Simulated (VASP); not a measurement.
Al2GaP2:

```
Al Ga P
1.0
    -1.78447    1.78447    6.43354
     1.78447   -1.78447    6.43354
     1.78447    1.78447   -6.43354
Al Ga P
2 1 2
Direct
  0.75000 0.25000 0.50000
  0.25000 0.75000 0.50000
  0.00000 0.00000 0.00000
  0.64799 0.64799 0.00000
  0.35201 0.35201 0.00000
```

The cell was generated, and may not be a known phase.

- Program: VASP 6.6.1
- Task: relaxation of cell and atoms
- Functional: PBE
- Potentials or basis: VASP PAW PBE potentials, release 64 (Al, Ga_d, P)
- Cutoff: 600 eV
- k mesh: 6 × 6 × 6
- Occupations: gaussian, width 0.1 eV
- Spin: no spin polarisation

At the start: pressure 28.8 GPa; volume 16.39 Å³/atom.

**Question.** Where does the relaxation end?

**Answer.** Over 12 steps the energy falls by 395.5 meV/atom and the volume is 20.05 Å³/atom (+22.3 %); space group I4/mmm (No. 139, to 0.1 Å) before and after.

Step by step:
```tsv
step	energy change (eV)	largest force (eV/Å)	pressure (GPa)	volume (Å³)
1	0.0000	4.3980	28.75	81.95
2	-0.9946	1.8723	-8.95	121.98
3	-1.8929	0.2860	-0.35	101.83
4	-1.8938	0.2291	-0.01	101.40
5	-1.8936	0.1722	0.31	100.98
6	-1.9465	0.0158	0.22	101.40
7	-1.9709	0.1587	0.12	101.85
8	-1.9710	0.1667	0.12	101.87
9	-1.9730	0.0675	-0.31	102.13
10	-1.9732	0.0331	-0.46	102.23
11	-1.9749	0.0254	-0.37	101.73
12	-1.9773	0.0022	-0.04	100.26
```

Final structure:
```
Al Ga P
1.0
    -1.97111    1.97111    6.45109
     1.97111   -1.97111    6.45109
     1.97111    1.97111   -6.45109
Al Ga P
2 1 2
Direct
  0.75000 0.25000 0.50000
  0.25000 0.75000 0.50000
  0.00000 0.00000 0.00000
  0.63723 0.63723 0.00000
  0.36277 0.36277 0.00000
```

Caveat: the volume moved by over 15 % at a fixed basis, so the end points are rough.
